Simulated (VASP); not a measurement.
Wanted: the native input for a VASP 6.6.1 run.

```
Task                   : relaxation of cell and atoms
Functional             : PBE
Potentials or basis    : VASP PAW PBE potentials, release 64 (Sc_sv, Cu)
Cutoff                 : 600 eV
k mesh                 : 8 × 8 × 8
Occupations            : gaussian, width 0.1 eV
Spin                   : no spin polarisation
Dipole correction      : no
Further INCAR settings : ALGO = Fast; EDIFF = 1e-06; IBRION = 2; EDIFFG = -0.01; NSW = 100; ISIF = 3
```

The structure of Sc2Cu3 lies in POSCAR:

```
Sc2Cu3
1.0
    4.6590543161      0.0000000000      0.0000000000
    0.0000000000      4.6590543161      0.0000000000
    0.0000000000      0.0000000000      4.6590543161
Sc Cu
2 3
Direct
    0.5000000000      0.5000000000      0.5000000000
    0.0000000000      0.0000000000      0.0000000000
    0.5000000000      0.0000000000      0.0000000000
    0.0000000000      0.5000000000      0.0000000000
    0.0000000000      0.0000000000      0.5000000000
```

The cell was built from a structure type or drawn by symmetry, and may not be a known phase.

These files were run (other wordings do the same):

INCAR

```
PREC = Accurate
ENCUT = 600
EDIFF = 1E-6
ISMEAR = 0
SIGMA = 0.1
LREAL = F
LASPH = T
NELM = 60
ALGO = Fast
ISIF = 3
LWAVE = F
LCHARG = F
GGA = PE
IBRION = 2
NSW = 100
EDIFFG = -0.01
```

KPOINTS

```
Automatic mesh
0
Gamma
  8 8 8
```

Potentials or basis: VASP PAW PBE potentials, release 64 (Sc_sv, Cu).

Command:

```bash
$ cat potpaw_PBE.64/Sc_sv/POTCAR potpaw_PBE.64/Cu/POTCAR > POTCAR
$ mpirun -np 1 vasp_std > vasp.out
```

It gave:

```json
{"Relaxed volume": "20.42 Å³/atom", "Relaxed cell": "a = 4.674 Å, b = 4.674 Å, c = 4.674 Å, α = 90.00°, β = 90.00°, γ = 90.00°", "Space group after relaxing (to 0.1 Å)": "Pm-3m (No. 221)", "Energy gained by relaxing": "0.3 meV/atom", "Ionic steps": "2", "Pressure after relaxing": "-0.1 GPa", "Band gap on the k mesh": "zero (an odd number of electrons rules out a gap without spin polarisation)"}
```

It took 3 min on 1 thread of Intel(R) Xeon(R) 6975P-C (Granite Rapids), with other jobs on the host, peak memory 0.32 GiB.
